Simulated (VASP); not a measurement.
Crystal: NiMoIrPdW.

```
Ni Mo Pd Ir W
1.0
     2.34460   -1.43138    0.00906
     2.34460    1.43138    0.00906
    -2.20600    0.00000   10.92374
Ni Mo Pd Ir W
1 1 1 1 1
Direct
  0.49838 0.49838 0.29525
  0.31773 0.31773 0.91207
  0.24733 0.24733 0.49061
  0.74982 0.74982 0.10802
  0.68673 0.68673 0.69406
```

* Program: VASP 6.6.1
* Task: relaxation of cell and atoms
* Functional: PBEsol
* Potentials or basis: VASP PAW PBE potentials, release 64 (Ni, Mo_sv, Pd, Ir, W_sv)
* Cutoff: 600 eV
* k mesh: 8 × 8 × 2
* Occupations: fermi-dirac, width 0.05 eV
* Spin: collinear spin, ferromagnetic start
* Starting moments: [1.0, 1.0, 0.0, 0.6, 0.0] μB

At the start: pressure -8.9 GPa; volume 14.68 Å³/atom.

Question: How do energy, volume and symmetry change on relaxing?

Answer: Over 24 steps the energy falls by 15.8 meV/atom and the volume is 14.16 Å³/atom (-3.5 %); space group Cm (No. 8, to 0.1 Å) before and after; moment 0.00 μB per cell.

Step by step:
| step | energy change (eV) | largest force (eV/Å) | pressure (GPa) | volume (Å³) |
| --- | --- | --- | --- | --- |
| 1 | 0.0000 | 0.1351 | -8.91 | 73.38 |
| 2 | 0.4282 | 0.8324 | 29.74 | 65.05 |
| 3 | -0.0720 | 0.2473 | -0.26 | 70.97 |
| 4 | -0.0721 | 0.2535 | 0.01 | 70.90 |
| 5 | -0.0720 | 0.2577 | 0.21 | 70.85 |
| 6 | -0.0759 | 0.1192 | 0.25 | 70.77 |
| 7 | -0.0760 | 0.1418 | 0.22 | 70.76 |
| 8 | -0.0775 | 0.0797 | -0.42 | 70.92 |
| 9 | -0.0775 | 0.0683 | -0.59 | 70.95 |
| 10 | -0.0780 | 0.0676 | 0.32 | 70.71 |
| 11 | -0.0781 | 0.0571 | 0.11 | 70.78 |
| 12 | -0.0784 | 0.0416 | 0.05 | 70.77 |
| 13 | -0.0785 | 0.0270 | 0.03 | 70.77 |
| 14 | -0.0786 | 0.0233 | -0.04 | 70.79 |
| 15 | -0.0787 | 0.0224 | -0.15 | 70.82 |
| 16 | -0.0788 | 0.0144 | 0.04 | 70.78 |
| 17 | -0.0788 | 0.0139 | 0.13 | 70.75 |
| 18 | -0.0788 | 0.0138 | 0.14 | 70.76 |
| 19 | -0.0789 | 0.0182 | 0.10 | 70.77 |
| 20 | -0.0789 | 0.0143 | -0.12 | 70.83 |
| 21 | -0.0789 | 0.0167 | -0.11 | 70.81 |
| 22 | -0.0789 | 0.0170 | -0.05 | 70.80 |
| 23 | -0.0789 | 0.0126 | -0.03 | 70.80 |
| 24 | -0.0789 | 0.0092 | 0.02 | 70.79 |

Final structure:
```
Ni Mo Pd Ir W
1.0
     2.32738   -1.40468    0.01667
     2.32738    1.40468    0.01667
    -2.15390    0.00000   10.81073
Ni Mo Pd Ir W
1 1 1 1 1
Direct
  0.49754 0.49754 0.29593
  0.32338 0.32338 0.91246
  0.24650 0.24650 0.48963
  0.75165 0.75165 0.10956
  0.68092 0.68092 0.69244
```

Caveat: the moments typed at the start vanished in this run; the PAW data sets were made with another functional, which shifts forces and pressure a little.
